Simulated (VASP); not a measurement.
# MgC (P6_3/mmc) in VASP: further runs

MgC is run at these levels: PBE; tasks: single point.

Program: VASP 6.6.1. These are calculated values, not measurements. Logs are shortened: lines on timing, memory, paths and dates and some standing lists are left out, and cuts for length are marked.

### 1 The cell of the first run

The structure is hexagonal, space group P6_3/mmc (No. 194). Conventional cell: a = 3.549 Å, b = 3.549 Å, c = 9.072 Å, α = 90.00°, β = 90.00°, γ = 120.00°. Mg (site symmetry -3m) has 6 C at 2.57 Å and 6 Mg at 3.06 Å within 3.4 Å. Within 2.9 Å of Mg (site symmetry -6m2) lie 6 C at 2.17 Å. C (site symmetry 3m) has 1 C at 1.42 Å within 1.9 Å.

### 2 Single point, PBE

The input, INCAR:

```
SYSTEM = MgC
PREC = Accurate
ENCUT = 840
EDIFF = 1E-6
ISMEAR = 0
SIGMA = 0.1
LREAL = .False.
LASPH = .True.
NELM = 120
ALGO = Normal
ISIF = 2
LWAVE = .False.
LCHARG = .False.
GGA = PE
NBANDS = 38
GGA_COMPAT = .False.
```

The input, KPOINTS:

```
regular mesh
0
Gamma
  12 12 4
  0 0 0
```

The input, POSCAR:

```
MgC
1.0
    3.5493689608      0.0000000000      0.0000000000
   -1.7746844804      3.0738436874      0.0000000000
    0.0000000000      0.0000000000      9.0719546568
Mg C
4 4
Direct
    0.0000000000      0.0000000000      0.0000000000
    0.3333333333      0.6666666667      0.2500000000
    0.0000000000      0.0000000000      0.5000000000
    0.6666666667      0.3333333333      0.7500000000
    0.6666666667      0.3333333333      0.1715348195
    0.6666666667      0.3333333333      0.3284651805
    0.3333333333      0.6666666667      0.6715348195
    0.3333333333      0.6666666667      0.8284651805
```

Potentials or basis: VASP PAW PBE potentials, release 64 (Mg_sv, C).

Command:

```sh
> cat potpaw_PBE.64/Mg_sv/POTCAR potpaw_PBE.64/C/POTCAR > POTCAR
> mpirun -np 1 vasp_std > vasp.out
```

OUTCAR:

```text
SYSTEM = MgC
   PREC = Accurate
   ENCUT = 840
   EDIFF = 1E-6
   ISMEAR = 0
   LREAL = .False.
   LASPH = .True.
   NELM = 120
   ISIF = 2
   GGA = PE

 ion  position               nearest neighbor table
   1  0.000  0.000  0.000-
   2  0.333  0.667  0.250-   5 2.17   6 2.17   5 2.17   6 2.17   5 2.17   6 2.17
   3  0.000  0.000  0.500-
   4  0.667  0.333  0.750-   7 2.17   8 2.17   7 2.17   8 2.17   7 2.17   8 2.17
   5  0.667  0.333  0.172-   6 1.42   2 2.17   2 2.17   2 2.17
   6  0.667  0.333  0.328-   5 1.42   2 2.17   2 2.17   2 2.17
   7  0.333  0.667  0.672-   8 1.42   4 2.17   4 2.17   4 2.17
   8  0.333  0.667  0.828-   7 1.42   4 2.17   4 2.17   4 2.17

  LATTYP: Found a hexagonal cell.
 ALAT       =     3.5493689608
 C/A-ratio  =     2.5559345216

  Lattice vectors:

 A1 = (   3.5493689608,   0.0000000000,   0.0000000000)
 A2 = (  -1.7746844804,   3.0738436874,   0.0000000000)
 A3 = (   0.0000000000,   0.0000000000,   9.0719546568)

Analysis of symmetry for initial positions (statically):
=====================================================================
 Subroutine PRICEL returns:
 Original cell was already a primitive cell.

 Routine SETGRP: Setting up the symmetry group for a
 hexagonal supercell.

 Subroutine GETGRP returns: Found 24 space group operations
 (whereof 12 operations were pure point group operations)
 out of a pool of 24 trial point group operations.

The static configuration has the point symmetry D_3d.
 The point group associated with its full space group is D_6h.

Analysis of symmetry for dynamics (positions and initial velocities):
=====================================================================
 Subroutine PRICEL returns:
 Original cell was already a primitive cell.

 Routine SETGRP: Setting up the symmetry group for a
 hexagonal supercell.

 Subroutine GETGRP returns: Found 24 space group operations
 (whereof 12 operations were pure point group operations)
 out of a pool of 24 trial point group operations.

The dynamic configuration has the point symmetry D_3d.
 The point group associated with its full space group is D_6h.

 Subroutine INISYM returns: Found 24 space group operations
 (whereof 12 operations are pure point group operations),
 and found     1 'primitive' translations

[... 105 lines left out ...]
   NELM   =    120;   NELMIN=  2; NELMDL= -5     # of ELM steps
   EDIFF  = 0.1E-05   stopping-criterion for ELM
   LREAL  =      F    real-space projection
   EDIFFG = 0.1E-04   stopping-criterion for IOM
   NSW    =      0    number of steps for IOM
   IBRION =     -1    ionic relax: 0-MD 1-quasi-New 2-CG
   NFREE  =      0    steps in history (QN), initial steepest desc. (CG)
   ISIF   =      2    stress and relaxation
   ISYM   =      2    0-nonsym 1-usesym 2-fastsym
   POTIM  = 0.5000    time-step for ionic-motion
   TEBEG  =    0.0;   TEEND  =   0.0 temperature during run
   PSTRESS=    0.0 pullay stress
   NELECT =      56.0000    total number of electrons
   NUPDOWN=      -1.0000    fix difference up-down
   EMIN   =  10.00;   EMAX   =-10.00  energy-range for DOS
   EFERMI =   0.00;   METHOD = LEGACY
   ISMEAR =     0;   SIGMA  =   0.10  broadening in eV -4-tet -1-fermi 0-gaus
   EFERMI_NEDOS =   21; number of points for ismear=-14 and -15
   IALGO  =     38    algorithm
   IMIX   =      4    mixing-type and parameters
     AMIX     =   0.40;   BMIX     =  1.00
     AMIX_MAG =   1.60;   BMIX_MAG =  1.00
  volume/ion in A,a.u.               =      12.37        83.49
  Fermi-wavevector in a.u.,A,eV,Ry     =   1.354024  2.558734 24.944649  1.833380
  Thomas-Fermi vector in A             =   2.481230
   LORBIT       =      0    0 simple, 1 ext, 2 COOP (PROOUT), +10 PAW based schemes
   GGA     = PE    functional components
   LHFCALC =     F    Hartree Fock is set to
   AEXX    =    0.0000 exact exchange contribution
   IVDW    =     0    specifies the selected vdW correction
   LEPSILON=     F    determine dielectric tensor
   LRPA    =     F    only Hartree local field effects (RPA)
 non-spin polarized calculation
 Gauss-broadening in eV      SIGMA  =   0.10
  energy-cutoff  :      840.00
  volume of cell :       98.98
 maximum number of plane-waves:      5574
 NGX is ok and might be reduce to    36
   NGX = 17   NGY = 17   NGZ = 43

 number of electron      56.0000023 magnetization

 Free energy of the ion-electron system (eV)
  ---------------------------------------------------
  ext. energy  EPLUGINS =         0.00000000
  ---------------------------------------------------
  free energy    TOTEN  =       -39.74139774 eV

  energy without entropy =      -39.73404863  energy(sigma->0) =      -39.73772319

 E-fermi :   4.7165     XC(G=0): -10.2545

 val. band max:        4.6408893389   @ k =   0.3333   0.2500   0.0000
 cond. band min:       4.7178739322   @ k =   0.4167   0.1667   0.5000
 fundamental gap:      0.0769845933
 Fermi energy:         4.7164697123

 k-point     1 :       0.0000    0.0000    0.0000
  band No.  band energies     occupation
      1     -71.5154      2.00000
      2     -71.5153      2.00000
      3     -70.7629      2.00000
      4     -70.7626      2.00000
      5     -38.2737      2.00000
      6     -38.2737      2.00000
[... 973 lines left out ...]
     37      11.9249      0.00000
     38      12.1658      0.00000

 [... further k-points ...]
[... 5 lines left out ...]
  --------------------------------------------------------------------------------------
  -------------------------------------------------------------------------------------
  Total       -0.0466680     -0.0466680     -0.0021283      0.0000000      0.0000000      0.0000000
  in kB       -0.7554323     -0.7554323     -0.0344524      0.0000000      0.0000000      0.0000000
  external PRESSURE =      -0.5151056 kB  Pullay stress =       0.0000000 kB

 VOLUME and BASIS-vectors are now :
 -----------------------------------------------------------------------------
  energy-cutoff  :      840.00
  volume of cell :       98.98
      direct lattice vectors                 reciprocal lattice vectors
     3.549368961  0.000000000  0.000000000     0.281740222  0.162662793  0.000000000
    -1.774684480  3.073843687  0.000000000     0.000000000  0.325325586  0.000000000
     0.000000000  0.000000000  9.071954657     0.000000000  0.000000000  0.110229828

 POSITION                                       TOTAL-FORCE (eV/Angst)
 -----------------------------------------------------------------------------------
      0.00000      0.00000      0.00000        -0.000000      0.000000      0.000000
     -0.00000      2.04923      2.26799         0.000000     -0.000000     -0.000000
      0.00000      0.00000      4.53598        -0.000000      0.000000      0.000000
      1.77468      1.02461      6.80397        -0.000000      0.000000     -0.000000
      1.77468      1.02461      1.55616         0.000000      0.000000     -0.058475
      1.77468      1.02461      2.97982         0.000000      0.000000      0.058475
     -0.00000      2.04923      6.09213        -0.000000      0.000000     -0.058475
     -0.00000      2.04923      7.51580        -0.000000      0.000000      0.058475
 -----------------------------------------------------------------------------------
    total drift:                               -0.000000      0.000000      0.000000

  FREE ENERGIE OF THE ION-ELECTRON SYSTEM (eV)
  ---------------------------------------------------
  free  energy   TOTEN  =       -39.7413977424 eV

  energy  without entropy=      -39.7340486328  energy(sigma->0) =      -39.73772319
```

stdout:

```text
POSCAR found type information on POSCAR MgC
 POSCAR found :  2 types and       8 ions
 scaLAPACK will be used
 LDA part: xc-table for (Slater+PW92), standard interpolation
 POSCAR, INCAR and KPOINTS ok, starting setup
 FFT: planning ... GRIDC
 FFT: planning ... GRID_SOFT
 FFT: planning ... GRID
 WAVECAR not read
 entering main loop
```

Wall time 6.3 min (1 thread of Intel Xeon Platinum 8259CL at 2.50GHz (Skylake/Cascade Lake), shared host); peak memory 0.54 GiB.

Results:

| Quantity | Value |
| --- | --- |
| Free energy | -39.7414 eV |
| Pressure | -0.1 GPa |
| Largest force | 0.058 eV/Å |
| Band gap on the k mesh | zero (bands 28 and 29 overlap by 3.23 eV) |

Forces on the atoms (eV/Å):
```
Mg   0.000  0.000  0.000
Mg   0.000  0.000  0.000
Mg   0.000  0.000  0.000
Mg   0.000  0.000  0.000
C    0.000  0.000 -0.058
C    0.000  0.000  0.058
C    0.000  0.000 -0.058
C    0.000  0.000  0.058
```

Levels at points of the mesh, in eV from the Fermi level:
```tsv
k point	band 25	band 26	band 27	band 28	band 29	band 30	band 31	band 32
(0.00, 0.00, 0.00)	-3.67	-3.67	1.74	1.74	2.19	2.19	2.63	2.65
(0.50, 0.00, 0.00)	-4.20	-3.41	-2.67	-1.72	0.53	1.42	2.49	3.45
(0.00, 0.00, 0.50)	-3.72	-3.72	1.95	1.95	1.95	1.95	2.76	2.76
(0.50, 0.00, 0.50)	-4.24	-4.24	-1.81	-1.81	0.95	0.95	2.80	2.80
```

### 3 Single point, PBE

The input, INCAR:

```
  PREC = Accurate
  ENCUT = 840
  EDIFF = 1E-6
  ISMEAR = 0
  SIGMA = 0.1
  LREAL = False
  LASPH = True
  NELM = 120
  ALGO = Normal
  ISIF = 2
  LWAVE = False
  LCHARG = True
  GGA = PE
  LELF = True
  LVHAR = True
  NBANDS = 38
  GGA_COMPAT = False
```

The input, KPOINTS:

```
Automatic mesh
0
Gamma
  6 6 2
```

The input, POSCAR:

```
MgC
1.0
    3.5499721398      0.0000000032      0.0000000000
   -1.7749860726      3.0743660542      0.0000000000
    0.0000000000      0.0000000000      9.0516644640
Mg C
4 4
Direct
    0.0000000000      0.0000000000      0.0000000000
    0.3333333333      0.6666666667      0.2500000000
    0.0000000000      0.0000000000      0.5000000000
    0.6666666667      0.3333333333      0.7500000000
    0.6666666667      0.3333333333      0.1713247964
    0.6666666667      0.3333333333      0.3286752036
    0.3333333333      0.6666666667      0.6713247964
    0.3333333333      0.6666666667      0.8286752036
```

Potentials or basis: VASP PAW PBE potentials, release 64 (Mg_sv, C).

Command:

```sh
> cat potpaw_PBE.64/Mg_sv/POTCAR potpaw_PBE.64/C/POTCAR > POTCAR
> mpirun -np 1 vasp_std > vasp.out
```

It took 60 s on 1 thread of Intel Xeon 6975P-C (Granite Rapids), shared host; peak memory 0.36 GiB.

It converged, with:

```yaml
Free_energy: -39.7473 eV
Pressure: 0.0 GPa
Largest_force: 0.058 eV/Å
Band_gap_on_the_k_mesh: zero (bands 28 and 29 overlap by 3.22 eV)
```

Forces in eV/Å, atoms in the order of the input:
```
Mg   0.000  0.000  0.000
Mg   0.000  0.000  0.000
Mg   0.000  0.000  0.000
Mg   0.000  0.000  0.000
C    0.000  0.000 -0.058
C    0.000  0.000  0.058
C    0.000  0.000 -0.058
C    0.000  0.000  0.058
```

Levels at points of the mesh, in eV from the Fermi level:
| k point | band 24 | band 25 | band 26 | band 27 | band 28 | band 29 | band 30 | band 31 | band 32 | band 33 |
| --- | --- | --- | --- | --- | --- | --- | --- | --- | --- | --- |
| (0.00, 0.00, 0.00) | -3.80 | -3.73 | -3.73 | 1.66 | 1.66 | 2.12 | 2.12 | 2.55 | 2.63 | 2.90 |
| (0.50, 0.00, 0.00) | -4.42 | -4.27 | -3.46 | -2.73 | -1.77 | 0.45 | 1.36 | 2.42 | 3.39 | 3.54 |
| (0.00, 0.00, 0.50) | -3.78 | -3.78 | -3.78 | 1.88 | 1.88 | 1.88 | 1.88 | 2.68 | 2.68 | 3.79 |
| (0.50, 0.00, 0.50) | -4.37 | -4.31 | -4.31 | -1.87 | -1.87 | 0.88 | 0.88 | 2.73 | 2.73 | 3.61 |

The gap in the log of VASP goes by the Fermi energy; the results here count the filled bands.